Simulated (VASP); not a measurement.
MoS2: single point with PBE+D3(BJ)

Crystal: MoS2.

```xyz
3
Lattice="2.9823 0.0000 0.0000 -1.4911 2.5827 0.0000 0.0000 0.0000 6.8175" Properties=species:S:1:pos:R:3 pbc="T T T"
Mo    0.0000    0.0000    0.0000
S     0.0000    1.7218    1.6075
S     0.0000    1.7218    5.2100
```

| Quantity | Value |
| --- | --- |
| Program | VASP 6.6.1 |
| Task | single point |
| Functional | PBE |
| Dispersion | D3(BJ) |
| Potentials or basis | VASP PAW PBE potentials, release 64 (Mo_sv, S) |
| Cutoff | 500 eV |
| k mesh | 12 × 12 × 6 |
| Occupations | gaussian, width 0.05 eV |
| Spin | no spin polarisation |
| Dipole correction | no |
| Further INCAR settings | ALGO = Normal; EDIFF = 1e-06; NBANDS = 20 |

```yaml
Pressure: 13.0 GPa
Largest_force: 0.438 eV/Å
Band_gap_on_the_k_mesh: 1.33 eV (least direct gap 2.24 eV)
Dispersion_energy_per_atom: -0.435 eV
```

Forces in eV/Å, atoms in the order of the input:
```
Mo   0.000  0.000  0.000
S    0.000  0.000  0.438
S    0.000  0.000 -0.438
```

Stress tensor (GPa, compression positive):
```
17.87  0.00  0.00
 0.00 17.87  0.00
 0.00  0.00  3.40
```

Levels at points of the mesh, in eV from the valence-band top:
```
           k point  band 10  band 11  band 12  band 13  band 14  band 15  band 16  band 17
(0.00, 0.00, 0.00)    -1.83    -1.25    -1.08    -1.08     3.31     3.31     3.38     3.38
(0.50, 0.00, 0.00)    -3.13    -2.18    -1.06    -0.55     2.97     3.03     4.32     4.72
(0.00, 0.00, 0.50)    -2.38    -1.09    -1.09    -0.31     3.26     3.26     3.45     3.45
(0.50, 0.00, 0.50)    -3.15    -2.86    -0.60    -0.49     3.04     3.34     3.65     4.57
```

It took 73 s on 1 thread of Intel Xeon 8259CL, with other jobs on the host, peak memory 0.23 GiB.

Caveat: the cell stands under pressure. A k mesh can miss the band edges.
